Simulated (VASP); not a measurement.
# ZrH (C2/c) in VASP: further runs

Runs on ZrH. Level: PBEsol. Tasks: electric field gradients.

Program: VASP 6.6.1. These are calculated values, not measurements. Logs are shortened: lines on timing, memory, paths and dates and some standing lists are left out, and cuts for length are marked.

### Step 1. The cell of the first run

The structure is monoclinic, space group C2/c (No. 15). The conventional cell has a = 4.563 Å, b = 4.609 Å, c = 4.948 Å, α = 90.00°, β = 90.81°, γ = 90.00°. Zr (site symmetry -1) has 4 H at 2.03 to 2.05 Å within 2.7 Å. Within 2.7 Å of H (site symmetry 2) lie 4 Zr at 2.03 to 2.05 Å and 2 H at 2.47 Å.

### Step 2. Electric field gradients, PBEsol (equal xy, yz and zx shear strains of -1 %)

INCAR reads:

```
SYSTEM = ZrH
  ALGO = Normal
  EDIFF = 1E-8
  ENCUT = 520
  GGA = PS
  ISIF = 2
  ISMEAR = -1
  LASPH = .TRUE.
  LCHARG = .FALSE.
  LEFG = .TRUE.
  LREAL = .FALSE.
  LWAVE = .FALSE.
  NBANDS = 21
  NELM = 80
  PREC = Accurate
  SIGMA = 0.02
```

KPOINTS reads:

```
k-points
0
G
  9 9 6
  0 0 0
```

POSCAR reads:

```
ZrH
1.0
    3.2427916985     -0.0162139585     -0.0162139585
   -0.0162139585      3.2427916985     -0.0162139585
   -0.0247400000     -0.0247400000      4.9480000000
Zr H
2 2
Direct
    0.0000000000      0.5000000000      0.0000000000
    0.5000000000      0.0000000000      0.5000000000
    0.0000000000      0.0000000000      0.7500000000
    0.0000000000      0.0000000000      0.2500000000
```

Potentials or basis: VASP PAW PBE potentials, release 64 (Zr_sv, H).

Started as:

```bash
$ cat potpaw_PBE.64/Zr_sv/POTCAR potpaw_PBE.64/H/POTCAR > POTCAR
$ mpirun -np 1 vasp_std > vasp.out
```

OUTCAR:

```text
SYSTEM = ZrH
   EDIFF = 1E-8
   ENCUT = 520
   GGA = PS
   ISIF = 2
   ISMEAR = -1
   LASPH = .TRUE.
   LREAL = .FALSE.
   NELM = 80
   PREC = Accurate

 ion  position               nearest neighbor table
   1  0.000  0.500  0.000-   4 2.03   3 2.03   3 2.05   4 2.05   2 3.34   2 3.34   2 3.38   2 3.38
                             2 3.38   2 3.38   2 3.39   2 3.39
   2  0.500  0.000  0.500-   3 2.03   4 2.03   3 2.05   4 2.05   1 3.34   1 3.34   1 3.38   1 3.38
                             1 3.38   1 3.38   1 3.39   1 3.39
   3  0.000  0.000  0.750-   1 2.03   2 2.03   1 2.05   2 2.05
   4  0.000  0.000  0.250-   2 2.03   1 2.03   1 2.05   2 2.05

  LATTYP: Found a base centered monoclinic cell.
 ALAT       =     4.5631852246
 B/A-ratio  =     1.0100247466
 C/A-ratio  =     1.4646109420
 COS(beta)  =    -0.6722789543

  Lattice vectors:

 A1 = (  -3.2427916985,   0.0162139585,   0.0162139585)
 A2 = (   0.0162139585,  -3.2427916985,   0.0162139585)
 A3 = (   3.2018377400,   3.2018377400,   4.9155720830)

Analysis of symmetry for initial positions (statically):
=====================================================================
 Subroutine PRICEL returns:
 Original cell was already a primitive cell.

 Routine SETGRP: Setting up the symmetry group for a
 base centered monoclinic supercell.

 Subroutine GETGRP returns: Found  4 space group operations
 (whereof  2 operations were pure point group operations)
 out of a pool of  4 trial point group operations.

The static configuration has the point symmetry S_2 .
 The point group associated with its full space group is C_2h.

Analysis of symmetry for dynamics (positions and initial velocities):
=====================================================================
 Subroutine PRICEL returns:
 Original cell was already a primitive cell.

 Routine SETGRP: Setting up the symmetry group for a
 base centered monoclinic supercell.

 Subroutine GETGRP returns: Found  4 space group operations
 (whereof  2 operations were pure point group operations)
 out of a pool of  4 trial point group operations.

The dynamic configuration has the point symmetry S_2 .
 The point group associated with its full space group is C_2h.

 Subroutine INISYM returns: Found  4 space group operations
 (whereof  2 operations are pure point group operations),
 and found     1 'primitive' translations

----------------------------------------------------------------------------------------

                                     Primitive cell

  volume of cell :      52.0278

  direct lattice vectors                    reciprocal lattice vectors
     3.242791699 -0.016213959 -0.016213959     0.308391764  0.001549707  0.001549707
    -0.016213959  3.242791699 -0.016213959     0.001549707  0.308391764  0.001549707
    -0.024740000 -0.024740000  4.948000000     0.001015638  0.001015638  0.202112016

  length of vectors
     3.242872767  3.242872767  4.948123698     0.308399552  0.308399552  0.202117119

  position of ions in fractional coordinates (direct lattice)
     1.000000000  0.500000000  0.000000000
     0.500000000  1.000000000  0.500000000
     0.000000000  0.000000000  0.750000000
     0.000000000  0.000000000  0.250000000

  ion indices of the primitive-cell ions
   primitive index   ion index
                 1           1
                 2           2
                 3           3
                 4           4

----------------------------------------------------------------------------------------

 KPOINTS: k-points

Automatic generation of k-mesh.
 Grid dimensions read from file:
 generate k-points for:    9    9    6

 Generating k-lattice:

  Cartesian coordinates                     Fractional coordinates (reciprocal lattice)
     0.034265752  0.000172190  0.000172190     0.111111111  0.000000000  0.000000000
     0.000172190  0.034265752  0.000172190     0.000000000  0.111111111  0.000000000
     0.000169273  0.000169273  0.033685336    -0.000000000 -0.000000000  0.166666667

  Length of vectors
     0.034266617  0.034266617  0.033686187

  Shift w.r.t. Gamma in fractional coordinates (k-lattice)
     0.000000000  0.000000000  0.000000000

 Subroutine IBZKPT returns following result:
 ===========================================

 Found    140 irreducible k-points:

 Following reciprocal coordinates:
            Coordinates               Weight
  0.000000  0.000000  0.000000      1.000000
  0.111111 -0.000000  0.000000      4.000000
  0.222222 -0.000000  0.000000      4.000000
  0.333333 -0.000000 -0.000000      4.000000
  0.444444 -0.000000  0.000000      4.000000
  0.111111  0.111111  0.000000      2.000000
[... 16 lines left out ...]
 -0.333333  0.333333  0.000000      2.000000
  0.444444  0.444444 -0.000000      2.000000
 [... further k-points ...]
   k-points           NKPTS =    140   k-points in BZ     NKDIM =    140   number of bands    NBANDS=     21
   number of dos      NEDOS =    301   number of ions     NIONS =      4
   total plane-waves  NPLWV =  23040
   dimension x,y,z NGX =    24 NGY =   24 NGZ =   40
   dimension x,y,z NGXF=    48 NGYF=   48 NGZF=   80
   ions per type =               2   2
   NGX,Y,Z   is equivalent  to a cutoff of  12.30, 12.30, 13.44 a.u.
   NGXF,Y,Z  is equivalent  to a cutoff of  24.61, 24.61, 26.88 a.u.
 SYSTEM =  ZrH
   PREC   = accura    normal or accurate (medium, high low for compatibility)
   ISTART =      0    job   : 0-new  1-cont  2-samecut
   ICHARG =      2    charge: 1-file 2-atom 10-const
   ISPIN  =      1    spin polarized calculation?
   LNONCOLLINEAR =      F non collinear calculations
   LSORBIT =      F    spin-orbit coupling
   LASPH  =      T    aspherical Exc in radial PAW
   ENCUT  =  520.0 eV  38.22 Ry    6.18 a.u.   6.03  6.03  9.20*2*pi/ulx,y,z
   NELM   =     80;   NELMIN=  2; NELMDL= -5     # of ELM steps
   EDIFF  = 0.1E-07   stopping-criterion for ELM
   LREAL  =      F    real-space projection
   EDIFFG = 0.1E-06   stopping-criterion for IOM
   NSW    =      0    number of steps for IOM
   IBRION =     -1    ionic relax: 0-MD 1-quasi-New 2-CG
   NFREE  =      0    steps in history (QN), initial steepest desc. (CG)
   ISIF   =      2    stress and relaxation
   ISYM   =      2    0-nonsym 1-usesym 2-fastsym
   POTIM  = 0.5000    time-step for ionic-motion
   TEBEG  =    0.0;   TEEND  =   0.0 temperature during run
   PSTRESS=    0.0 pullay stress
   NELECT =      26.0000    total number of electrons
   NUPDOWN=      -1.0000    fix difference up-down
   EMIN   =  10.00;   EMAX   =-10.00  energy-range for DOS
   EFERMI =   0.00;   METHOD = LEGACY
   ISMEAR =    -1;   SIGMA  =   0.02  broadening in eV -4-tet -1-fermi 0-gaus
   EFERMI_NEDOS =   21; number of points for ismear=-14 and -15
   IALGO  =     38    algorithm
   IMIX   =      4    mixing-type and parameters
     AMIX     =   0.40;   BMIX     =  1.00
     AMIX_MAG =   1.60;   BMIX_MAG =  1.00
  volume/ion in A,a.u.               =      13.01        87.78
  Fermi-wavevector in a.u.,A,eV,Ry     =   1.299135  2.455009 22.963252  1.687751
  Thomas-Fermi vector in A             =   2.430418
   LORBIT       =      0    0 simple, 1 ext, 2 COOP (PROOUT), +10 PAW based schemes
   GGA     = PS    functional components
   LHFCALC =     F    Hartree Fock is set to
   AEXX    =    0.0000 exact exchange contribution
   IVDW    =     0    specifies the selected vdW correction
   LEPSILON=     F    determine dielectric tensor
   LRPA    =     F    only Hartree local field effects (RPA)
 non-spin polarized calculation
  energy-cutoff  :      520.00
  volume of cell :       52.03
 maximum number of plane-waves:      1421
   NGX = 13   NGY = 13   NGZ = 19

 number of electron      25.9999998 magnetization

 Free energy of the ion-electron system (eV)
  ---------------------------------------------------
  ext. energy  EPLUGINS =         0.00000000
  ---------------------------------------------------
  free energy    TOTEN  =       -26.63860639 eV

  energy without entropy =      -26.63570560  energy(sigma->0) =      -26.63715600

 E-fermi :   8.1026     XC(G=0): -11.1626

 val. band max:        8.0754149436   @ k =  -0.2222   0.0000   0.1667
 cond. band min:       8.1071194453   @ k =  -0.3333  -0.3333   0.3333
 fundamental gap:      0.0317045018
 Fermi energy:         8.1025884810

 k-point     1 :       0.0000    0.0000    0.0000
  band No.  band energies     occupation
      1     -40.7076      2.00000
      2     -40.5994      2.00000
      3     -19.1012      2.00000
      4     -18.6156      2.00000
      5     -18.6067      2.00000
      6     -18.4001      2.00000
[... 13 lines left out ...]
     20      12.8999      0.00000
     21      14.3320      0.00000

 k-point     2 :       0.1111   -0.0000    0.0000
  band No.  band energies     occupation
      1     -40.6993      2.00000
      2     -40.5976      2.00000
      3     -19.0733      2.00000
      4     -18.6708      2.00000
      5     -18.6012      2.00000
      6     -18.4429      2.00000
[... 13 lines left out ...]
     20      12.8645      0.00000
     21      15.1332      0.00000

 k-point     3 :       0.2222   -0.0000    0.0000
  band No.  band energies     occupation
      1     -40.6773      2.00000
      2     -40.5941      2.00000
      3     -18.9952      2.00000
      4     -18.8199      2.00000
      5     -18.5988      2.00000
      6     -18.5755      2.00000
[... 13 lines left out ...]
     20      13.4885      0.00000
     21      14.2981      0.00000
[... 457 lines left out ...]
 k-point    23 :      -0.3333    0.3333    0.0000
  band No.  band energies     occupation
      1     -40.6042      2.00000
      2     -40.5745      2.00000
      3     -19.1056      2.00000
      4     -18.8554      2.00000
      5     -18.7670      2.00000
      6     -18.7469      2.00000
[... 13 lines left out ...]
     20      14.3069      0.00000
     21      15.2140      0.00000

 k-point    24 :       0.4444    0.4444   -0.0000
  band No.  band energies     occupation
      1     -40.5708      2.00000
      2     -40.5705      2.00000
      3     -19.2498      2.00000
      4     -18.9695      2.00000
      5     -18.8153      2.00000
      6     -18.6645      2.00000
[... 13 lines left out ...]
     20      13.4452      0.00000
     21      15.6165      0.00000

 [... further k-points ...]

------------------------ aborting loop because EDIFF is reached ----------------------------------------

  FORCE on cell =-STRESS in cart. coord.  units (eV):
  Direction    XX          YY          ZZ          XY          YZ          ZX
  --------------------------------------------------------------------------------------
  -------------------------------------------------------------------------------------
  Total       -0.9884264     -0.9884264     -0.4752934      0.0231246      0.2736418      0.2736418
  in kB      -30.4382579    -30.4382579    -14.6365015      0.7121152      8.4267079      8.4267072
  external PRESSURE =     -25.1710057 kB  Pullay stress =       0.0000000 kB

 VOLUME and BASIS-vectors are now :
 -----------------------------------------------------------------------------
  energy-cutoff  :      520.00
  volume of cell :       52.03
      direct lattice vectors                 reciprocal lattice vectors
     3.242791699 -0.016213959 -0.016213959     0.308391764  0.001549707  0.001549707
    -0.016213959  3.242791699 -0.016213959     0.001549707  0.308391764  0.001549707
    -0.024740000 -0.024740000  4.948000000     0.001015638  0.001015638  0.202112016

 POSITION                                       TOTAL-FORCE (eV/Angst)
 -----------------------------------------------------------------------------------
     -0.00811      1.62140     -0.00811         0.000000     -0.000000     -0.000000
      1.60903     -0.02048      2.46589        -0.000000     -0.000000     -0.000000
     -0.01856     -0.01856      3.71100         0.056115     -0.056115      0.000000
     -0.00619     -0.00619      1.23700        -0.056115      0.056115     -0.000000
 -----------------------------------------------------------------------------------
    total drift:                                0.000000      0.000000     -0.000000

  FREE ENERGIE OF THE ION-ELECTRON SYSTEM (eV)
  ---------------------------------------------------
  free  energy   TOTEN  =       -26.6386063914 eV

  energy  without entropy=      -26.6357056000  energy(sigma->0) =      -26.63715600

 Electric field gradients (V/A^2)
---------------------------------------------------------------------
 ion       V_xx      V_yy      V_zz      V_xy      V_xz      V_yz
---------------------------------------------------------------------
   1      78.596   -43.232   -35.364     0.358    -1.947    -5.519
   2     -43.232    78.596   -35.364     0.358    -5.519    -1.947
   3      -0.407    -0.407     0.814    -0.112     0.240     0.240
   4      -0.407    -0.407     0.814    -0.112     0.240     0.240
---------------------------------------------------------------------

 Electric field gradients after diagonalization (V/A^2)
 (convention: |V_zz| > |V_xx| > |V_yy|)
----------------------------------------------------------------------
 ion       V_xx      V_yy      V_zz     asymmetry (V_yy - V_xx)/ V_zz
----------------------------------------------------------------------
   1     -46.078   -32.552    78.631       0.172
   2     -46.078   -32.552    78.631       0.172
   3      -0.600    -0.295     0.895       0.340
   4      -0.600    -0.295     0.895       0.340
----------------------------------------------------------------------

           NMR quadrupolar parameters

 Cq : quadrupolar parameter    Cq=e*Q*V_zz/h
 eta: asymmetry parameters     (V_yy - V_xx)/ V_zz
 Q  : nuclear electric quadrupole moment in mb (millibarn)
----------------------------------------------------------------------
 ion       Cq(MHz)       eta       Q (mb)
----------------------------------------------------------------------
   1       0.190       0.172       1.000
   2       0.190       0.172       1.000
   3       0.002       0.340       1.000
   4       0.002       0.340       1.000
----------------------------------------------------------------------
```

It took 82 s on 1 thread of Intel Xeon Platinum 8488C (Sapphire Rapids), shared host; peak memory 0.25 GiB.

Results:

```yaml
Free_energy: -26.6386 eV
Pressure: -2.5 GPa
Largest_force: 0.079 eV/Å
Band_gap_on_the_k_mesh: zero (bands 13 and 14 overlap by 1.02 eV)
Largest_electric_field_gradient_by_atom: Zr +78.6; H +0.9 V/Å²
```

Forces on the atoms (eV/Å):
```
Zr   0.000  0.000  0.000
Zr   0.000  0.000  0.000
H    0.056 -0.056  0.000
H   -0.056  0.056  0.000
```

Levels at points of the mesh, in eV from the Fermi level:
```tsv
k point	band 11	band 12	band 13	band 14	band 15	band 16
(0.00, 0.00, 0.00)	-3.01	-2.88	0.04	0.64	0.73	2.31
(0.00, 0.00, 0.50)	-1.72	-1.72	0.04	0.04	1.78	1.78
```

Electric field gradients, principal values (V/Å²):
```tsv
atom	least	middle	greatest (by size)
1 Zr	-32.552	-46.078	78.631
2 Zr	-32.552	-46.078	78.631
3 H	-0.295	-0.600	0.895
4 H	-0.295	-0.600	0.895
```

Caveat: the cell differs from its parent crystal (equal xy, yz and zx shear strains of -1 %); without QUAD_EFG the Cq values of the log hold for a quadrupole moment of 1 mb, not for the nuclei; the PAW data sets were made with another functional, which shifts forces and pressure a little.

[end of part 1 of 3]
